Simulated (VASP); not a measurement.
Input of a VASP 6.6.1 run:

INCAR

```
ALGO     = Normal         # electronic algorithm
EDIFF    = 1E-6           # SCF threshold, eV
ENCUT    = 520            # plane-wave cutoff, eV
GGA      = PE             # functional
ISIF     = 2              # what is computed and relaxed
ISMEAR   = -1             # smearing method
LASPH    = T              # aspherical terms in the spheres
LCHARG   = F              # write CHGCAR
LREAL    = F              # projectors in reciprocal space
LWAVE    = F              # write WAVECAR
NBANDS   = 18             # bands
NELM     = 60             # most SCF steps
PREC     = Accurate       # precision mode
SIGMA    = 0.05           # smearing width, eV
```

The input KPOINTS:

```
k-points
0
Gamma
  7 7 5
```

Contents of POSCAR:

```
PtS2
1.0
    3.5077680000      0.0000000000      0.0000000000
   -1.7538840000      3.0378161986      0.0000000000
    0.0000000000      0.0000000000      5.0388000000
Pt S
1 2
Direct
    0.0000000000      0.0000000000      0.0000000000
    0.6666666667      0.3333333333      0.7730000000
    0.3333333333      0.6666666667      0.2270000000
```

Potentials or basis: VASP PAW PBE potentials, release 64 (Pt, S).

The run is started by

```console
$ cat potpaw_PBE.64/Pt/POTCAR potpaw_PBE.64/S/POTCAR > POTCAR
$ mpirun -np 1 vasp_std > vasp.out
```

(1) Estimate the band gap on the k mesh.

(2) Estimate the largest force.

(3) What does it give for the pressure?

Answers

(1) 0.95 eV, indirect (least direct gap 1.24 eV).

(2) 1.538 eV/Å.

(3) 15.3 GPa.

Caveat: spin-orbit coupling is left out, which moves the levels of the heavy elements; forces of over 1 eV/Å act on the atoms, so gaps and moduli don't describe the material at rest.
